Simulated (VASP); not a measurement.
Zn6S7 (a cell with a defect): single point with PBE

The system is Zn6S7 (a cell with a defect).

```
Zn S
1.0
     0.00000    0.00000    6.30464
     0.00000   -6.65812    0.00000
     5.76610    3.32906    0.00000
Zn S
6 7
Cartesian
  1.8774 -1.0865 -0.0140
  5.7676 -1.1636 -0.0106
  3.8907 -4.4162 -0.0124
  3.9422 -2.2738 3.1667
  1.8232 -5.6023 3.1663
  5.7653 1.2231 3.1665
  2.0569 -1.1861 2.4505
  5.7654 -0.9513 2.4475
  3.7081 -4.5150 2.4496
  3.7405 -2.1610 5.4554
  2.0284 -5.4893 5.4545
  5.7668 0.9842 5.4539
  0.0016 -0.0035 1.0760
```

```json
{
  "Program": "VASP 6.6.1",
  "Task": "single point",
  "Functional": "PBE",
  "Potentials or basis": "VASP PAW PBE potentials, release 64 (Zn, S)",
  "Cutoff": "400 eV",
  "k mesh": "2 × 2 × 2",
  "Occupations": "gaussian, width 0.02 eV",
  "Spin": "no spin polarisation"
}
```

```
Pressure               : 5.5 GPa
Largest force          : 0.020 eV/Å
Band gap on the k mesh : zero (band 57 reaches 3.58 eV, above the bottom of band 58 at 3.01 eV)
```

Forces in eV/Å, atoms in the order of the input:
```
Zn   0.000  0.000 -0.018
Zn   0.000 -0.001 -0.019
Zn   0.000  0.001 -0.018
Zn   0.014 -0.009  0.012
Zn  -0.014 -0.008  0.011
Zn   0.000  0.016  0.011
S   -0.006  0.004  0.006
S    0.001 -0.008  0.008
S    0.006  0.003  0.006
S    0.012 -0.006 -0.001
S   -0.013 -0.007 -0.001
S    0.000  0.014 -0.001
S   -0.001  0.002  0.004
```

Stress tensor (GPa, compression positive):
```
 5.57  0.01 -0.01
 0.01  5.64  0.03
-0.01  0.03  5.36
```

Levels at points of the mesh, in eV from the Fermi level:
```
           k point  band 54  band 55  band 56  band 57  band 58  band 59  band 60  band 61
(0.00, 0.00, 0.00)    -0.96    -0.96    -0.06     0.07     0.08     1.45     3.15     3.47
(0.50, 0.00, 0.00)    -1.33    -1.33    -0.80    -0.79    -0.50     2.71     3.11     3.22
(0.00, 0.50, 0.00)    -1.70    -1.64    -0.61    -0.15     0.05     2.50     3.24     3.48
(0.00, 0.00, 0.50)    -1.70    -1.65    -0.61    -0.15     0.04     2.51     3.24     3.48
(0.00, 0.50, 0.50)    -1.70    -1.64    -0.61    -0.16     0.05     2.50     3.24     3.48
(0.50, 0.50, 0.00)    -2.15    -1.95    -0.76    -0.05     0.46     2.67     3.09     3.14
(0.50, 0.00, 0.50)    -2.15    -1.95    -0.76    -0.05     0.47     2.67     3.09     3.14
(0.50, 0.50, 0.50)    -2.15    -1.95    -0.75    -0.05     0.46     2.67     3.09     3.14
```

Run time: 79 s on 1 thread of Intel(R) Xeon(R) 6975P-C (Granite Rapids), with other jobs on the host, peak memory 0.31 GiB.

Caveat: the k points lie up to 0.54 Å⁻¹ apart.
